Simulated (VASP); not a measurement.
# MgAl4CoO8 in VASP: notebook

The runs below take MgAl4CoO8 through single point, with PBEsol+U.

Everything below comes from runs of VASP 6.6.1. Logs are shortened: lines on timing, memory, paths and dates and some standing lists are left out, and cuts for length are marked.

**1. The cell of the first run**

The typed cell holds 14 atoms: a = 5.714 Å, b = 5.714 Å, c = 5.714 Å, α = 60.00°, β = 60.00°, γ = 60.00°.

**2. Single point, PBEsol+U, collinear spin, ferromagnetic start**

Input file INCAR:

```
PREC = Accurate
ENCUT = 600
EDIFF = 1E-6
ISMEAR = 0
SIGMA = 0.05
LREAL = False
LASPH = True
NELM = 200
ALGO = Normal
ISIF = 2
LWAVE = False
LCHARG = False
ISPIN = 2
MAGMOM = 2.44 0 0 0 0 0 0 0.05 0 0.05 0 0.05 0 0.05
LORBIT = 11
LMAXMIX = 4
LDAU = True
LDAUTYPE = 2
LDAUL = 2 -1 -1 -1
LDAUU = 4 0 0 0
LDAUJ = 0 0 0 0
LDAUPRINT = 1
GGA = PS
NBANDS = 52
GGA_COMPAT = False
```

Input file KPOINTS:

```
regular mesh
0
Gamma
  4 4 4
```

Input file POSCAR:

```
MgAl4CoO8
1.0
    0.0000000000      4.0403000000      4.0403000000
    4.0403000000      0.0000000000      4.0403000000
    4.0403000000      4.0403000000      0.0000000000
Co Mg Al O
1 1 4 8
Direct
    0.0002420401      0.9994243127      0.0013894366
    0.2501501620      0.2494559184      0.2514275108
    0.6245773465      0.6238270091      0.6258523088
    0.1269715690      0.6238541077      0.6258054120
    0.6245947156      0.6238744298      0.1282151669
    0.6245739664      0.1262579276      0.6257902570
    0.3885993287      0.3878981322      0.3898528135
    0.4176774675      0.8602857345      0.8623065788
    0.3886180907      0.3878947747      0.8361073290
    0.8610228772      0.4169424529      0.8623394805
    0.8348625825      0.3878939013      0.3898537787
    0.8610420971      0.8603711394      0.8621463774
    0.3886094436      0.8341340445      0.3898645442
    0.8609650358      0.8602489372      0.4189036310
```

Potentials or basis: VASP PAW PBE potentials, release 64 (Co, Mg, Al, O).

On the command line:

```bash
$ cat potpaw_PBE.64/Co/POTCAR potpaw_PBE.64/Mg/POTCAR potpaw_PBE.64/Al/POTCAR potpaw_PBE.64/O/POTCAR > POTCAR
$ mpirun -np 1 vasp_std > vasp.out
```

OUTCAR:

```text
PREC = Accurate
   ENCUT = 600
   EDIFF = 1E-6
   ISMEAR = 0
   LREAL = False
   LASPH = True
   NELM = 200
   ISIF = 2
   ISPIN = 2
   LORBIT = 11
   GGA = PS

 ion  position               nearest neighbor table
   1  0.000  0.999  0.001-   8 1.95  12 1.95  14 1.95  10 1.95
   2  0.250  0.249  0.251-  11 1.94   7 1.94   9 1.94  13 1.94   5 3.35   6 3.35   3 3.35   3 3.35
                             4 3.35   6 3.35   5 3.35   4 3.35   4 3.35   6 3.35   3 3.35   5 3.35
   3  0.625  0.624  0.626-   9 1.91  11 1.91  13 1.91  14 1.92   8 1.92  10 1.92   6 2.84   5 2.84
                             4 2.84   4 2.87   5 2.87   6 2.87   2 3.35   2 3.35   2 3.35
   4  0.127  0.624  0.626-   7 1.91  13 1.91   9 1.91  12 1.92  10 1.92  14 1.92   6 2.84   5 2.84
                             3 2.84   3 2.87   5 2.87   6 2.87   2 3.35   2 3.35   2 3.35
   5  0.625  0.624  0.128-  11 1.91  13 1.91   7 1.91  10 1.92   8 1.92  12 1.92   6 2.84   3 2.84
                             4 2.84   4 2.87   3 2.87   6 2.87   2 3.35   2 3.35   2 3.35
   6  0.625  0.126  0.626-   7 1.91  11 1.91   9 1.91  12 1.92   8 1.92  14 1.92   5 2.84   4 2.84
                             3 2.84   3 2.87   4 2.87   5 2.87   2 3.35   2 3.35   2 3.35
   7  0.389  0.388  0.390-   4 1.91   6 1.91   5 1.91   2 1.94
   8  0.418  0.860  0.862-   5 1.92   6 1.92   3 1.92   1 1.95
   9  0.389  0.388  0.836-   3 1.91   4 1.91   6 1.91   2 1.94
  10  0.861  0.417  0.862-   5 1.92   4 1.92   3 1.92   1 1.95
  11  0.835  0.388  0.390-   5 1.91   6 1.91   3 1.91   2 1.94
  12  0.861  0.860  0.862-   6 1.92   4 1.92   5 1.92   1 1.95
  13  0.389  0.834  0.390-   5 1.91   4 1.91   3 1.91   2 1.94
  14  0.861  0.860  0.419-   3 1.92   6 1.92   4 1.92   1 1.95

  LATTYP: Found a face centered cubic cell.
 ALAT       =     8.0806000000

  Lattice vectors:

 A1 = (   0.0000000000,   4.0403000000,   4.0403000000)
 A2 = (   4.0403000000,   0.0000000000,   4.0403000000)
 A3 = (   4.0403000000,   4.0403000000,   0.0000000000)

Analysis of symmetry for initial positions (statically):
=====================================================================
 Subroutine PRICEL returns:
 Original cell was already a primitive cell.

 Routine SETGRP: Setting up the symmetry group for a
 face centered cubic supercell.

 Subroutine GETGRP returns: Found  1 space group operations
 (whereof  1 operations were pure point group operations)
 out of a pool of 48 trial point group operations.

The static configuration has the point symmetry C_1 .

Analysis of symmetry for dynamics (positions and initial velocities):
=====================================================================
 Subroutine PRICEL returns:
 Original cell was already a primitive cell.

 Routine SETGRP: Setting up the symmetry group for a
 face centered cubic supercell.

 Subroutine GETGRP returns: Found  1 space group operations
 (whereof  1 operations were pure point group operations)
 out of a pool of 48 trial point group operations.

The dynamic configuration has the point symmetry C_1 .

Analysis of structural, dynamic, and magnetic symmetry:
=====================================================================
 Subroutine PRICEL returns:
 Original cell was already a primitive cell.

 Routine SETGRP: Setting up the symmetry group for a
 face centered cubic supercell.

 Subroutine GETGRP returns: Found  1 space group operations
 (whereof  1 operations were pure point group operations)
 out of a pool of 48 trial point group operations.

The overall configuration has the point symmetry C_1 .

 Subroutine INISYM returns: Found  1 space group operations
 (whereof  1 operations are pure point group operations),
 and found     1 'primitive' translations

----------------------------------------------------------------------------------------

[... 168 lines left out ...]
  0.0000 -0.0000 -0.0000  0.9936 -0.0000
  0.0000 -0.0000 -0.0000 -0.0000  0.9719

spin component  2

  0.1154 -0.0000 -0.0001  0.0000  0.0002
 -0.0000  0.1155  0.0003 -0.0000  0.0004
 -0.0001  0.0003  0.9662  0.0003  0.0000
  0.0000 -0.0000  0.0003  0.1154 -0.0001
  0.0002  0.0004  0.0000 -0.0001  0.9662

 occupancies and eigenvectors

  o =  0.1154  v =  0.0000  0.0000  0.0000  0.0000  0.0000  0.8692  0.1432  0.0002 -0.4733 -0.0003      0.0000  0.0000  0.0000  0.0000  0.0000  0.0000  0.0000  0.0000  0.0000  0.0000
  o =  0.1154  v =  0.0000  0.0000  0.0000  0.0000  0.0000  0.2399  0.7149 -0.0005  0.6568 -0.0003      0.0000  0.0000  0.0000  0.0000  0.0000  0.0000  0.0000  0.0000  0.0000  0.0000
  o =  0.1155  v =  0.0000  0.0000  0.0000  0.0000  0.0000 -0.4324  0.6844 -0.0000 -0.5870 -0.0003      0.0000  0.0000  0.0000  0.0000  0.0000  0.0000  0.0000  0.0000  0.0000  0.0000
  o =  0.9662  v =  0.0000  0.0000  0.0000  0.0000  0.0000 -0.0001  0.0002  0.9635  0.0004 -0.2677      0.0000  0.0000  0.0000  0.0000  0.0000  0.0000  0.0000  0.0000  0.0000  0.0000
  o =  0.9662  v =  0.0000  0.0000  0.0000  0.0000  0.0000  0.0001  0.0005  0.2677 -0.0000  0.9635      0.0000  0.0000  0.0000  0.0000  0.0000  0.0000  0.0000  0.0000  0.0000  0.0000
  o =  0.9719  v = -0.0003  0.0002  0.9247  0.0004  0.3807  0.0000  0.0000  0.0000  0.0000  0.0000      0.0000  0.0000  0.0000  0.0000  0.0000  0.0000  0.0000  0.0000  0.0000  0.0000
  o =  0.9719  v =  0.0000  0.0006 -0.3807 -0.0000  0.9247  0.0000  0.0000  0.0000  0.0000  0.0000      0.0000  0.0000  0.0000  0.0000  0.0000  0.0000  0.0000  0.0000  0.0000  0.0000
  o =  0.9936  v =  0.7083  0.0323  0.0004 -0.7052  0.0001  0.0000  0.0000  0.0000  0.0000  0.0000      0.0000  0.0000  0.0000  0.0000  0.0000  0.0000  0.0000  0.0000  0.0000  0.0000
  o =  0.9936  v = -0.3194 -0.8762  0.0000 -0.3609  0.0006  0.0000  0.0000  0.0000  0.0000  0.0000      0.0000  0.0000  0.0000  0.0000  0.0000  0.0000  0.0000  0.0000  0.0000  0.0000
  o =  0.9936  v = -0.6295  0.4809  0.0001 -0.6103 -0.0003  0.0000  0.0000  0.0000  0.0000  0.0000      0.0000  0.0000  0.0000  0.0000  0.0000  0.0000  0.0000  0.0000  0.0000  0.0000

 number of electron      71.0000000 magnetization       3.0000484

 Free energy of the ion-electron system (eV)
  ---------------------------------------------------
  ext. energy  EPLUGINS =         0.00000000
  ---------------------------------------------------
  free energy    TOTEN  =      -104.59092515 eV

  energy without entropy =     -104.59092515  energy(sigma->0) =     -104.59092515

 E-fermi :   5.8508     XC(G=0): -11.4571

 val. band max:        5.5579359255   @ k =   0.5000   0.5000   0.0000
 cond. band min:       9.1362953959   @ k =   0.5000   0.0000   0.0000
 fundamental gap:      3.5783594704
 Fermi energy:         5.8508282765

 spin component 1

 k-point     1 :       0.0000    0.0000    0.0000
  band No.  band energies     occupation
      1     -13.9716      1.00000
      2     -12.4282      1.00000
      3     -11.8916      1.00000
      4     -11.8910      1.00000
      5     -11.8909      1.00000
      6     -11.4709      1.00000
[... 2393 lines left out ...]
     46      16.3581      0.00000
     47      16.7223      0.00000

 [... further k-points ...]

 [bands above 47 left out]

------------------------ aborting loop because EDIFF is reached ----------------------------------------

  FORCE on cell =-STRESS in cart. coord.  units (eV):
  Direction    XX          YY          ZZ          XY          YZ          ZX
  --------------------------------------------------------------------------------------
  -------------------------------------------------------------------------------------
  Total        1.2071122      1.2055052      1.2067705     -0.0025682      0.0030050     -0.0022032
  in kB       14.6618030     14.6422849     14.6576533     -0.0311939      0.0364997     -0.0267601
  external PRESSURE =      14.6539137 kB  Pullay stress =       0.0000000 kB

 VOLUME and BASIS-vectors are now :
 -----------------------------------------------------------------------------
  energy-cutoff  :      600.00
  volume of cell :      131.91
      direct lattice vectors                 reciprocal lattice vectors
     0.000000000  4.040300000  4.040300000    -0.123753187  0.123753187  0.123753187
     4.040300000  0.000000000  4.040300000     0.123753187 -0.123753187  0.123753187
     4.040300000  4.040300000  0.000000000     0.123753187  0.123753187 -0.123753187

 POSITION                                       TOTAL-FORCE (eV/Angst)
 -----------------------------------------------------------------------------------
      4.04359      0.00659      4.03895         0.002573     -0.001808     -0.001761
      2.02372      2.02652      2.01856        -0.001371      0.000977      0.000977
      5.04908      5.05211      5.04393         0.007363      0.006729      0.006590
      5.04900      3.04144      3.03356         0.007492     -0.006730     -0.006398
      3.03867      3.04158      5.04419        -0.006145     -0.006587      0.007030
      3.03850      5.05185      3.03359        -0.006516      0.007178     -0.006769
      3.14235      3.14518      3.13728         0.006093      0.006652      0.005724
      6.95979      5.17152      5.16335         0.077346     -0.081575     -0.079374
      4.94534      4.94826      3.13734        -0.005782     -0.005960      0.005859
      5.16868      6.96290      5.16336        -0.083746      0.077317     -0.080571
      3.14233      4.94822      4.94030         0.006566     -0.006241     -0.006137
      6.95949      6.96220      6.95503         0.081256      0.083124      0.077342
      4.94532      3.14527      4.94025        -0.005706      0.005678     -0.005241
      5.16816      5.17105      6.95422        -0.079420     -0.078755      0.082730
 -----------------------------------------------------------------------------------
    total drift:                               -0.000025     -0.000055      0.000059

  FREE ENERGIE OF THE ION-ELECTRON SYSTEM (eV)
  ---------------------------------------------------
  free  energy   TOTEN  =      -104.5909251528 eV

  energy  without entropy=     -104.5909251528  energy(sigma->0) =     -104.59092515

 total charge

# of ion       s       p       d       tot
------------------------------------------
    1        0.362   0.462   7.176   7.999
    2        0.170   0.200   0.085   0.455
    3        0.313   0.403   0.000   0.717
    4        0.313   0.403   0.000   0.717
    5        0.313   0.403   0.000   0.717
    6        0.313   0.403   0.000   0.717
    7        1.540   3.610   0.000   5.149
    8        1.539   3.586   0.000   5.125
    9        1.540   3.610   0.000   5.149
   10        1.539   3.586   0.000   5.125
   11        1.540   3.610   0.000   5.150
   12        1.539   3.586   0.000   5.125
   13        1.540   3.610   0.000   5.149
   14        1.539   3.586   0.000   5.125
--------------------------------------------------
tot         14.102  31.058   7.261  52.421

 magnetization (x)

# of ion       s       p       d       tot
------------------------------------------
    1        0.016   0.052   2.643   2.711
    2       -0.000  -0.000   0.000   0.000
    3        0.001   0.001   0.000   0.002
    4        0.001   0.001   0.000   0.002
    5        0.001   0.001   0.000   0.002
    6        0.001   0.001   0.000   0.002
    7       -0.000   0.001   0.000   0.001
    8        0.003   0.038   0.000   0.041
    9       -0.000   0.001   0.000   0.001
   10        0.003   0.038   0.000   0.041
   11       -0.000   0.001   0.000   0.001
   12        0.003   0.038   0.000   0.041
   13       -0.000   0.001   0.000   0.001
   14        0.003   0.038   0.000   0.041
--------------------------------------------------
tot          0.031   0.211   2.644   2.885
```

Run time: 30 min. Hardware: 1 thread of Intel Xeon 8259CL, shared host; peak memory 0.71 GiB.

Results:

```
Free energy                                           : -104.5909 eV
Pressure                                              : 1.5 GPa
Largest force                                         : 0.140 eV/Å
Band gap on the k mesh                                : 3.58 eV (least direct gap 3.65 eV)
Net moment                                            : 3.00 μB per cell
Site moments                                          : Co +2.71; Mg +0.00; Al +0.00; O +0.00, +0.04 (each value once) μB
Valence electrons inside the program's atomic spheres : Co 8.00; Mg 0.46; Al 0.72; O 5.15, 5.12 (each value once)
```

Forces in eV/Å, atoms in the order of the input:
```
Co   0.003 -0.002 -0.002
Mg  -0.001  0.001  0.001
Al   0.007  0.007  0.007
Al   0.007 -0.007 -0.006
Al  -0.006 -0.007  0.007
Al  -0.007  0.007 -0.007
O    0.006  0.007  0.006
O    0.077 -0.082 -0.079
O   -0.006 -0.006  0.006
O   -0.084  0.077 -0.081
O    0.007 -0.006 -0.006
O    0.081  0.083  0.077
O   -0.006  0.006 -0.005
O   -0.079 -0.079  0.083
```

Eigenvalues of the final occupation matrices:
```csv
site,spin,trace,eigenvalues
site 1 d,1,4.92,0.97 0.97 0.99 0.99 0.99
site 1 d,2,2.28,0.12 0.12 0.12 0.97 0.97
```

Caveat: the PAW data sets were made with another functional, which shifts forces and pressure a little; a cell with one magnetic atom can't hold antiferromagnetic order, which such compounds often take. A k mesh can miss the band edges.

**3. Single point, PBEsol+U, collinear spin, ferromagnetic start**

Input file INCAR:

```
SYSTEM = MgAl4CoO8
PREC = Accurate
ENCUT = 600
EDIFF = 1E-6
ISMEAR = 0
SIGMA = 0.05
LREAL = .False.
LASPH = .True.
NELM = 200
ALGO = Normal
ISIF = 2
LWAVE = .False.
LCHARG = .False.
ISPIN = 2
MAGMOM = 2.77 0 0 0 0 0 0.01 0.08 0.01 0.08 0.01 0.08 0.01 0.08
LORBIT = 11
NUPDOWN = 3.3
LMAXMIX = 4
LDAU = .True.
LDAUTYPE = 2
LDAUL = 2 -1 -1 -1
LDAUU = 4 0 0 0
LDAUJ = 0 0 0 0
LDAUPRINT = 1
GGA = PS
NBANDS = 52
GGA_COMPAT = .False.
```

Input file KPOINTS:

```
Automatic mesh
0
Gamma
  4 4 4
  0 0 0
```

POSCAR is that of step 2.

Potentials or basis: VASP PAW PBE potentials, release 64 (Co, Mg, Al, O).

On the command line:

```bash
$ cat potpaw_PBE.64/Co/POTCAR potpaw_PBE.64/Mg/POTCAR potpaw_PBE.64/Al/POTCAR potpaw_PBE.64/O/POTCAR > POTCAR
$ mpirun -np 1 vasp_std > vasp.out
```

Wall time 6.8 min (1 thread of Intel Xeon 6975P-C (Granite Rapids), shared host); peak memory 0.71 GiB.

It converged, with:

```yaml
Free_energy: -103.8484 eV
Pressure: 2.5 GPa
Largest_force: 0.281 eV/Å
Net_moment: 3.30 μB per cell
Site_moments: Co +2.80; Mg +0.00; Al +0.01; O +0.01, +0.06 (each value once) μB
Valence_electrons_inside_the_program's_atomic_spheres: Co 7.95; Mg 0.46; Al 0.72; O 5.15, 5.12 (each value once)
```

Forces on the atoms (eV/Å):
```
Co   0.003 -0.002 -0.002
Mg  -0.001  0.001  0.001
Al  -0.110 -0.115 -0.115
Al  -0.110  0.115  0.115
Al   0.112  0.115 -0.115
Al   0.111 -0.115  0.115
O    0.014  0.011  0.010
O    0.156 -0.165 -0.163
O   -0.014 -0.010  0.010
O   -0.162  0.161 -0.164
O    0.015 -0.010 -0.010
O    0.160  0.167  0.161
O   -0.014  0.010 -0.009
O   -0.158 -0.162  0.166
```

Stress tensor (GPa, compression positive):
```
2.34 0.00 0.00
0.00 2.59 0.00
0.00 0.00 2.59
```

Eigenvalues of the final occupation matrices:
```tsv
site	spin	trace	eigenvalues
site 1 d	1	4.93	0.97 0.97 1.00 1.00 1.00
site 1 d	2	2.21	0.12 0.12 0.13 0.87 0.96
```

Caveat: the PAW data sets were made with another functional, which shifts forces and pressure a little; the total moment is fixed, so each spin has its own Fermi level; a cell with one magnetic atom can't hold antiferromagnetic order, which such compounds often take. The state reached can hang on the start; a lower one may exist.
